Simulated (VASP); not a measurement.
Write the native input for VASP 6.6.1 that does the following.

```yaml
Task: single point
Functional: RPBE
Potentials_or_basis: VASP PAW PBE potentials, release 64 (Eu)
Cutoff: 520 eV
k_mesh: 11 × 11 × 11
Occupations: fermi-dirac, width 0.05 eV
Spin: collinear spin, ferromagnetic start
Starting_moments: "[7.0] μB"
Dipole_correction: no
Further_INCAR_settings: ALGO = Normal; EDIFF = 1e-07; NBANDS = 18
```

The structure of Eu lies in POSCAR:

```
Eu
1.0
    2.8266725476      0.0000000000      0.0000000000
    0.0000000000      2.8266725476      0.0000000000
    0.0000000000      0.0000000000      2.8266725476
Eu
1
Direct
    0.0000000000      0.0000000000      0.0000000000
```

This isn't the form of Eu at room conditions, which is bcc.

The input as run:

INCAR

```
SYSTEM = Eu
PREC = Accurate
ENCUT = 520
EDIFF = 1E-7
ISMEAR = -1
SIGMA = 0.05
LREAL = .False.
LASPH = .True.
NELM = 150
ALGO = Normal
ISIF = 2
LWAVE = .False.
LCHARG = .True.
ISPIN = 2
MAGMOM = 7
LORBIT = 11
LMAXMIX = 6
GGA = RP
LELF = .True.
LVHAR = .True.
NBANDS = 18
```

KPOINTS

```
Automatic mesh
0
Gamma
  11 11 11
  0 0 0
```

Potentials or basis: VASP PAW PBE potentials, release 64 (Eu).

Run with:

```sh
$ cat potpaw_PBE.64/Eu/POTCAR > POTCAR
$ mpirun -np 1 vasp_std > vasp.out
```

Results of the run:

- Pressure: 27.6 GPa
- Net moment: 7.22 μB per cell
- Site moments: Eu +6.75 μB
- Valence electrons inside the program's atomic spheres: Eu 15.19

Caveat: the cell stands under pressure; the PAW data sets were made with another functional, which shifts forces and pressure a little.

It took 43 s on 1 thread of Intel(R) Xeon(R) Platinum 8488C (Sapphire Rapids) (shared host), peak memory 0.19 GiB.
